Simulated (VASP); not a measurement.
# AlN (P6_3mc) in VASP: a series of runs

Runs on AlN. Level: r2SCAN. Tasks: single point.

Program: VASP 6.6.1. These are calculated values, not measurements. Logs are shortened: lines on timing, memory, paths and dates and some standing lists are left out, and cuts for length are marked.

## Step 1: The cell of the first run

Symmetry: P6_3mc, No. 186, hexagonal system. Conventional cell: a = 3.061 Å, b = 3.061 Å, c = 5.143 Å, α = 90.00°, β = 90.00°, γ = 120.00°. Within 2.5 Å of Al (site symmetry 3m) lie 4 N at 1.86 to 1.98 Å. Within 2.5 Å of N (site symmetry 3m) lie 4 Al at 1.86 to 1.98 Å.

## Step 2: Single point, r2SCAN

File POSCAR:

```
AlN
1.0
    3.0608159216      0.0000000000      0.0000000000
   -1.5304079608      2.6507443444      0.0000000000
    0.0000000000      0.0000000000      5.1425804165
Al N
2 2
Direct
    0.3333333333      0.6666666667      0.0000000000
    0.6666666667      0.3333333333      0.5000000000
    0.3333333333      0.6666666667      0.3850000000
    0.6666666667      0.3333333333      0.8850000000
```

File INCAR.step1:

```
SYSTEM = AlN
PREC     = Accurate       ! precision mode
ENCUT    = 520            ! plane-wave cutoff, eV
ISMEAR   = 0              ! smearing method
SIGMA    = 0.05           ! smearing width, eV
LREAL    = .False.        ! projectors in reciprocal space
LASPH    = .True.         ! aspherical terms in the spheres
NELM     = 60             ! most SCF steps
NBANDS   = 16             ! bands
GGA      = PE             ! functional
ALGO     = Normal         ! electronic algorithm
EDIFF    = 1E-4           ! SCF threshold, eV
LWAVE    = .True.         ! write WAVECAR
LCHARG   = .False.        ! write CHGCAR
```

File INCAR.step2:

```
SYSTEM = AlN
PREC     = Accurate       ! precision mode
ENCUT    = 520            ! plane-wave cutoff, eV
EDIFF    = 1E-6           ! SCF threshold, eV
ISMEAR   = 0              ! smearing method
SIGMA    = 0.05           ! smearing width, eV
LREAL    = .False.        ! projectors in reciprocal space
LASPH    = .True.         ! aspherical terms in the spheres
NELM     = 60             ! most SCF steps
ALGO     = Normal         ! electronic algorithm
ISIF     = 2              ! what is computed and relaxed
LWAVE    = .False.        ! write WAVECAR
LCHARG   = .False.        ! write CHGCAR
METAGGA  = R2SCAN         ! meta-GGA
LMIXTAU  = .True.       
NBANDS   = 16             ! bands
ISTART   = 1
```

File KPOINTS:

```
regular mesh
0
Gamma
  12 12 6
  0 0 0
```

Potentials or basis: VASP PAW PBE potentials, release 64 (Al, N).

Run with:

```bash
$ cat potpaw_PBE.64/Al/POTCAR potpaw_PBE.64/N/POTCAR > POTCAR
$ cp INCAR.step1 INCAR
$ mpirun -np 1 vasp_std > vasp.out
$ cp INCAR.step2 INCAR
$ mpirun -np 1 vasp_std > vasp.out
```

OUTCAR:

```text
SYSTEM = AlN
   PREC = Accurate
   ENCUT = 520
   EDIFF = 1E-6
   ISMEAR = 0
   LREAL = .False.
   LASPH = .True.
   NELM = 60
   ISIF = 2
   METAGGA = R2SCAN
   ISTART = 1

 ion  position               nearest neighbor table
   1  0.333  0.667  0.000-   4 1.86   4 1.86   4 1.86   3 1.98   2 3.12   2 3.12   2 3.12   2 3.12
                             2 3.12   2 3.12
   2  0.667  0.333  0.500-   3 1.86   3 1.86   3 1.86   4 1.98   1 3.12   1 3.12   1 3.12   1 3.12
                             1 3.12   1 3.12
   3  0.333  0.667  0.385-   2 1.86   2 1.86   2 1.86   1 1.98
   4  0.667  0.333  0.885-   1 1.86   1 1.86   1 1.86   2 1.98

  LATTYP: Found a hexagonal cell.
 ALAT       =     3.0608159216
 C/A-ratio  =     1.6801338428

  Lattice vectors:

 A1 = (   3.0608159216,   0.0000000000,   0.0000000000)
 A2 = (  -1.5304079608,   2.6507443444,   0.0000000000)
 A3 = (   0.0000000000,   0.0000000000,   5.1425804165)

Analysis of symmetry for initial positions (statically):
=====================================================================
 Subroutine PRICEL returns:
 Original cell was already a primitive cell.

 Routine SETGRP: Setting up the symmetry group for a
 hexagonal supercell.

 Subroutine GETGRP returns: Found 12 space group operations
 (whereof  6 operations were pure point group operations)
 out of a pool of 24 trial point group operations.

The static configuration has the point symmetry C_3v.
 The point group associated with its full space group is C_6v.

Analysis of symmetry for dynamics (positions and initial velocities):
=====================================================================
 Subroutine PRICEL returns:
 Original cell was already a primitive cell.

 Routine SETGRP: Setting up the symmetry group for a
 hexagonal supercell.

 Subroutine GETGRP returns: Found 12 space group operations
 (whereof  6 operations were pure point group operations)
 out of a pool of 24 trial point group operations.

The dynamic configuration has the point symmetry C_3v.
 The point group associated with its full space group is C_6v.

 Subroutine INISYM returns: Found 12 space group operations
 (whereof  6 operations are pure point group operations),
 and found     1 'primitive' translations

----------------------------------------------------------------------------------------

                                     Primitive cell

  volume of cell :      41.7240

[... 88 lines left out ...]
   LSORBIT =      F    spin-orbit coupling
   LASPH  =      T    aspherical Exc in radial PAW
   ENCUT  =  520.0 eV  38.22 Ry    6.18 a.u.   5.69  5.69  9.56*2*pi/ulx,y,z
   NELM   =     60;   NELMIN=  2; NELMDL=  0     # of ELM steps
   EDIFF  = 0.1E-05   stopping-criterion for ELM
   LREAL  =      F    real-space projection
   EDIFFG = 0.1E-04   stopping-criterion for IOM
   NSW    =      0    number of steps for IOM
   IBRION =     -1    ionic relax: 0-MD 1-quasi-New 2-CG
   NFREE  =      0    steps in history (QN), initial steepest desc. (CG)
   ISIF   =      2    stress and relaxation
   ISYM   =      2    0-nonsym 1-usesym 2-fastsym
   POTIM  = 0.5000    time-step for ionic-motion
   TEBEG  =    0.0;   TEEND  =   0.0 temperature during run
   PSTRESS=    0.0 pullay stress
   NELECT =      16.0000    total number of electrons
   NUPDOWN=      -1.0000    fix difference up-down
   EMIN   =  10.00;   EMAX   =-10.00  energy-range for DOS
   EFERMI =   0.00;   METHOD = LEGACY
   ISMEAR =     0;   SIGMA  =   0.05  broadening in eV -4-tet -1-fermi 0-gaus
   EFERMI_NEDOS =   21; number of points for ismear=-14 and -15
   IALGO  =     38    algorithm
   IMIX   =      4    mixing-type and parameters
     AMIX     =   0.40;   BMIX     =  1.00
     AMIX_MAG =   1.60;   BMIX_MAG =  1.00
  volume/ion in A,a.u.               =      10.43        70.39
  Fermi-wavevector in a.u.,A,eV,Ry     =   1.189377  2.247596 19.247033  1.414617
  Thomas-Fermi vector in A             =   2.325485
   LORBIT       =      0    0 simple, 1 ext, 2 COOP (PROOUT), +10 PAW based schemes
   METAGGA = R2SCAN    functional components
   LHFCALC =     F    Hartree Fock is set to
   AEXX    =    0.0000 exact exchange contribution
   IVDW    =     0    specifies the selected vdW correction
   LEPSILON=     F    determine dielectric tensor
   LRPA    =     F    only Hartree local field effects (RPA)
 non-spin polarized calculation
 Gauss-broadening in eV      SIGMA  =   0.05
  energy-cutoff  :      520.00
  volume of cell :       41.72
 maximum number of plane-waves:      1148
 NGX is ok and might be reduce to    24

 number of electron      15.9999997 magnetization

 Free energy of the ion-electron system (eV)
  ---------------------------------------------------
  ext. energy  EPLUGINS =         0.00000000
  ---------------------------------------------------
  free energy    TOTEN  =       -38.35709120 eV

  energy without entropy =      -38.35709120  energy(sigma->0) =      -38.35709120

 E-fermi :   6.0401     XC(G=0): -11.4022

 val. band max:        5.7648855795   @ k =   0.0000   0.0000   0.0000
 cond. band min:      10.6880769670   @ k =   0.0000   0.0000   0.0000
 fundamental gap:      4.9231913875
 Fermi energy:         6.0401146716

 k-point     1 :       0.0000    0.0000    0.0000
  band No.  band energies     occupation
      1     -10.0786      2.00000
      2      -8.1715      2.00000
      3      -0.2634      2.00000
      4       5.1624      2.00000
      5       5.1624      2.00000
      6       5.6960      2.00000
[... 433 lines left out ...]
      3       0.9839      2.00000
      4       1.8552      2.00000
      5       2.4271      2.00000
      6       4.2372      2.00000
[... 8 lines left out ...]
     15      19.0973      0.00000
     16      21.5498      0.00000

 [... further k-points ...]
[... 5 lines left out ...]
  --------------------------------------------------------------------------------------
  -------------------------------------------------------------------------------------
  Total        1.9238224      1.9238224     -3.5083427      0.0000000      0.0000000      0.0000000
  in kB       73.8736267     73.8736267   -134.7182519      0.0000000      0.0000000      0.0000000
  external PRESSURE =       4.3430005 kB  Pullay stress =       0.0000000 kB

 VOLUME and BASIS-vectors are now :
 -----------------------------------------------------------------------------
  energy-cutoff  :      520.00
  volume of cell :       41.72
      direct lattice vectors                 reciprocal lattice vectors
     3.060815922  0.000000000  0.000000000     0.326710271  0.188626263  0.000000000
    -1.530407961  2.650744344  0.000000000     0.000000000  0.377252526  0.000000000
     0.000000000  0.000000000  5.142580417     0.000000000  0.000000000  0.194454908

 POSITION                                       TOTAL-FORCE (eV/Angst)
 -----------------------------------------------------------------------------------
     -0.00000      1.76716      0.00000        -0.000000     -0.000000      0.616464
      1.53041      0.88358      2.57129         0.000000      0.000000      0.616464
     -0.00000      1.76716      1.97989         0.000000      0.000000     -0.616464
      1.53041      0.88358      4.55118        -0.000000      0.000000     -0.616464
 -----------------------------------------------------------------------------------
    total drift:                               -0.000000      0.000000     -0.021283

  FREE ENERGIE OF THE ION-ELECTRON SYSTEM (eV)
  ---------------------------------------------------
  free  energy   TOTEN  =       -38.3570911962 eV

  energy  without entropy=      -38.3570911962  energy(sigma->0) =      -38.35709120
```

Wall time 50 s (1 thread of Intel Xeon 6975P-C (Granite Rapids), shared host); peak memory 0.18 GiB.

Results:

```
Free energy            : -38.3571 eV
Pressure               : 0.4 GPa
Largest force          : 0.616 eV/Å
Band gap on the k mesh : 4.92 eV, direct
```

Forces in eV/Å, atoms in the order of the input:
```
Al   0.000  0.000  0.616
Al   0.000  0.000  0.616
N    0.000  0.000 -0.616
N    0.000  0.000 -0.616
```

Caveat: the PAW data sets were made with another functional, which shifts forces and pressure a little. A k mesh can miss the band edges.

## Step 3: Single point, r2SCAN

This run uses another cell than the first one, of the same volume but with other edges.

File POSCAR:

```
AlN
1.0
    3.3512254781      0.0000000000      0.0000000000
   -1.6756127390      2.9022463978      0.0000000000
    0.0000000000      0.0000000000      4.2899103548
Al N
2 2
Direct
    0.3333333333      0.6666666667      0.0000000000
    0.6666666667      0.3333333333      0.5000000000
    0.3333333333      0.6666666667      0.3850000000
    0.6666666667      0.3333333333      0.8850000000
```

File INCAR.step1:

```
PREC     = Accurate       # precision mode
ENCUT    = 520            # plane-wave cutoff, eV
ISMEAR   = 0              # smearing method
SIGMA    = 0.05           # smearing width, eV
LREAL    = False          # projectors in reciprocal space
LASPH    = True           # aspherical terms in the spheres
NELM     = 100            # most SCF steps
NBANDS   = 16             # bands
GGA      = PE             # functional
ALGO     = Normal         # electronic algorithm
EDIFF    = 1E-4           # SCF threshold, eV
LWAVE    = True           # write WAVECAR
LCHARG   = False          # write CHGCAR
```

File INCAR.step2:

```
PREC     = Accurate       # precision mode
ENCUT    = 520            # plane-wave cutoff, eV
EDIFF    = 1E-7           # SCF threshold, eV
ISMEAR   = 0              # smearing method
SIGMA    = 0.05           # smearing width, eV
LREAL    = False          # projectors in reciprocal space
LASPH    = True           # aspherical terms in the spheres
NELM     = 100            # most SCF steps
ALGO     = Normal         # electronic algorithm
ISIF     = 2              # what is computed and relaxed
LWAVE    = False          # write WAVECAR
LCHARG   = False          # write CHGCAR
METAGGA  = R2SCAN         # meta-GGA
LMIXTAU  = True         
NBANDS   = 16             # bands
ISTART   = 1
```

File KPOINTS:

```
Automatic mesh
0
Gamma
  12 12 6
```

Potentials or basis: VASP PAW PBE potentials, release 64 (Al, N).

Run with:

```bash
$ cat potpaw_PBE.64/Al/POTCAR potpaw_PBE.64/N/POTCAR > POTCAR
$ cp INCAR.step1 INCAR
$ mpirun -np 1 vasp_std > vasp.out
$ cp INCAR.step2 INCAR
$ mpirun -np 1 vasp_std > vasp.out
```

Wall time 80 s (1 thread of Intel Xeon 6975P-C (Granite Rapids), shared host); peak memory 0.18 GiB.

It converged, with:

| Item | Value |
| --- | --- |
| Free energy | -36.6384 eV |
| Pressure | 9.9 GPa |
| Largest force | 5.580 eV/Å |
| Band gap on the k mesh | 4.32 eV, indirect (least direct gap 4.33 eV) |

Forces in eV/Å, atoms in the order of the input:
```
Al   0.000  0.000 -5.580
Al   0.000  0.000 -5.580
N    0.000  0.000  5.580
N    0.000  0.000  5.580
```

Stress tensor (GPa, compression positive):
```
-23.13   0.00   0.00
  0.00 -23.13   0.00
  0.00   0.00  75.84
```

Levels at points of the mesh, in eV from the valence-band top:
| k point | band 6 | band 7 | band 8 | band 9 | band 10 | band 11 |
| --- | --- | --- | --- | --- | --- | --- |
| (0.00, 0.00, 0.00) | -0.66 | -0.66 | -0.02 | 4.32 | 5.50 | 9.87 |
| (0.50, 0.00, 0.00) | -3.36 | -1.89 | -0.63 | 5.20 | 7.85 | 8.50 |
| (0.00, 0.00, 0.50) | -1.43 | -1.43 | -1.43 | 6.25 | 6.25 | 10.10 |
| (0.50, 0.00, 0.50) | -2.22 | -1.04 | -1.04 | 6.11 | 6.11 | 10.79 |

Caveat: the PAW data sets were made with another functional, which shifts forces and pressure a little. A k mesh can miss the band edges.

## Step 4: Single point, r2SCAN

This run uses another cell than the first one, of the same volume but with other edges.

File POSCAR:

```
AlN
1.0
    2.8504878489      0.0000000000      0.0000000000
   -1.4252439245      2.4685948904      0.0000000000
    0.0000000000      0.0000000000      5.9294870806
Al N
2 2
Direct
    0.3333333333      0.6666666667      0.0000000000
    0.6666666667      0.3333333333      0.5000000000
    0.3333333333      0.6666666667      0.3850000000
    0.6666666667      0.3333333333      0.8850000000
```

File INCAR.step1:

```
  PREC = Accurate
  ENCUT = 520
  ISMEAR = 0
  SIGMA = 0.05
  LREAL = F
  LASPH = T
  NELM = 80
  NBANDS = 16
  GGA = PE
  ALGO = Normal
  EDIFF = 1E-4
  LWAVE = T
  LCHARG = F
```

File INCAR.step2:

```
  PREC = Accurate
  ENCUT = 520
  EDIFF = 1E-6
  ISMEAR = 0
  SIGMA = 0.05
  LREAL = F
  LASPH = T
  NELM = 80
  ALGO = Normal
  ISIF = 2
  LWAVE = F
  LCHARG = F
  METAGGA = R2SCAN
  LMIXTAU = T
  NBANDS = 16
  ISTART = 1
```

KPOINTS is that of step 3.

Run with:

```bash
$ cat potpaw_PBE.64/Al/POTCAR potpaw_PBE.64/N/POTCAR > POTCAR
$ cp INCAR.step1 INCAR
$ mpirun -np 1 vasp_std > vasp.out
$ cp INCAR.step2 INCAR
$ mpirun -np 1 vasp_std > vasp.out
```

Wall time 63 s (1 thread of Intel Xeon 6975P-C (Granite Rapids), shared host); peak memory 0.19 GiB.

It converged, with:

```yaml
Free_energy: -36.1378 eV
Pressure: 19.4 GPa
Largest_force: 0.743 eV/Å
Band_gap_on_the_k_mesh: 2.39 eV, direct
```

Forces in eV/Å, atoms in the order of the input:
```
Al   0.000  0.000  0.743
Al   0.000  0.000  0.743
N    0.000  0.000 -0.743
N    0.000  0.000 -0.743
```

Stress tensor (GPa, compression positive):
```
 51.46   0.00   0.00
  0.00  51.46   0.00
  0.00   0.00 -44.74
```

Levels at points of the mesh, in eV from the valence-band top:
```tsv
k point	band 4	band 5	band 6	band 7	band 8	band 9	band 10	band 11	band 12	band 13
(0.00, 0.00, 0.00)	-1.55	-0.17	-0.17	0.00	0.00	2.39	8.98	10.58	11.94	14.59
(0.50, 0.00, 0.00)	-5.32	-3.29	-1.93	-1.42	-0.92	4.70	6.83	7.42	9.85	10.40
(0.00, 0.00, 0.50)	-4.81	-0.08	-0.08	-0.08	-0.08	6.21	6.21	11.24	11.24	14.84
(0.50, 0.00, 0.50)	-5.89	-2.12	-2.12	-1.18	-1.18	4.50	4.50	9.74	9.74	11.19
```

Caveat: the PAW data sets were made with another functional, which shifts forces and pressure a little. A k mesh can miss the band edges.

## Step 5: Overview

| cell | gap on the mesh (eV) | pressure (GPa) | largest force (eV/Å) |
| --- | --- | --- | --- |
| a = 3.061, b = 3.061, c = 5.143 Å, angles 90.0, 90.0, 120.0°, 4 atoms | 4.92 | 0.4 | 0.62 |
| a = 3.351, b = 3.351, c = 4.290 Å, angles 90.0, 90.0, 120.0°, 4 atoms | 4.32 | 9.9 | 5.58 |
| a = 2.850, b = 2.850, c = 5.929 Å, angles 90.0, 90.0, 120.0°, 4 atoms | 2.39 | 19.4 | 0.74 |

Alike in all rows: task single point; level r2SCAN; potentials or basis VASP PAW PBE potentials, release 64 (Al, N); no spin polarisation; k mesh 12 × 12 × 6; cutoff (eV) 520; smearing gaussian 0.05 eV.

Caveats: the PAW data sets were made with another functional, which shifts forces and pressure a little.

Total energies depend on the potentials used, so only differences within one code and one set of settings carry meaning.
